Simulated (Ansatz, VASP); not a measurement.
**CrCo2: VASP beside Ansatz**

```
CELL_PARAMETERS angstrom
3.47693 0.00000 0.00000
0.00000 3.47693 0.00000
0.00000 0.00000 5.59523
ATOMIC_POSITIONS crystal
Cr 0.00000 0.50000 0.67719
Cr 0.50000 0.00000 0.32281
Co 0.00000 0.00000 0.00000
Co 0.50000 0.50000 0.00000
Co 0.00000 0.50000 0.29746
Co 0.50000 0.00000 0.70254
```

Alike in both runs: functional PBE; k mesh 6 × 6 × 4; occupations gaussian, width 0.1 eV; no spin polarisation.

Ansatz relaxed the structure, and its values are those at the end. VASP's run is a single point on that final structure, the one shown.

```csv
,VASP,Ansatz
version,VASP 6.6.1,Ansatz 0.2.0
potentials or method,"VASP PAW PBE potentials, release 64 (Cr_pv, Co), cutoff 520 eV","scalar-relativistic, plane waves, PAW"
valence electrons in the cell,60,96
```

```tsv
	VASP	Ansatz	Ansatz less VASP
gap on the k mesh at the Fermi level (eV)	none	none	-
pressure (GPa)	-0.7	0.0	+0.68
rms of the force components (eV/Å)	0.019	0.003	-0.0164
```

A gap of «none» marks a metal or a gap that the smearing closes. The functional is the same, so the differences come from potentials, cutoffs and numerics. VASP's potentials hold 60 valence electrons a cell and Ansatz's 96, so a difference there can come from the potentials and not from the codes.
